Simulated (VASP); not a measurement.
**B: single point with PBEsol**

Crystal: B.

```
CELL_PARAMETERS angstrom
1.65136 0.00000 0.00000
-0.82568 1.43012 0.00000
0.00000 0.00000 3.68995
ATOMIC_POSITIONS crystal
B 0.00000 0.00000 0.00000
```

This cell differs from its parent crystal: strain -0.030 along x and y, +0.015 along z.

```json
{
  "Program": "VASP 6.6.1",
  "Task": "single point",
  "Functional": "PBEsol",
  "Potentials or basis": "VASP PAW PBE potentials, release 64 (B)",
  "Cutoff": "520 eV",
  "k mesh": "33 × 33 × 14",
  "Occupations": "gaussian, width 0.15 eV",
  "Spin": "no spin polarisation"
}
```

| Quantity | Value |
| --- | --- |
| Pressure | 21.0 GPa |

Stress tensor (GPa, compression positive):
```
32.01  0.00  0.00
 0.00 32.01  0.00
 0.00  0.00 -1.09
```

Levels at points of the mesh, in eV from the Fermi level:
| k point | band 1 | band 2 | band 3 | band 4 | band 5 | band 6 | band 7 |
| --- | --- | --- | --- | --- | --- | --- | --- |
| (0.00, 0.00, 0.00) | -17.97 | -7.67 | 1.68 | 24.63 | 27.01 | 27.01 | 30.35 |
| (0.00, 0.00, 0.50) | -17.69 | -9.36 | 7.97 | 12.65 | 27.01 | 27.01 | 45.28 |

Run time: 27 s on 1 thread of Intel Xeon 6975P-C, on a shared host, peak memory 0.15 GiB.

Caveat: the cell differs from its parent crystal (strain -0.030 along x and y, +0.015 along z); the PAW data sets were made with another functional, which shifts forces and pressure a little.
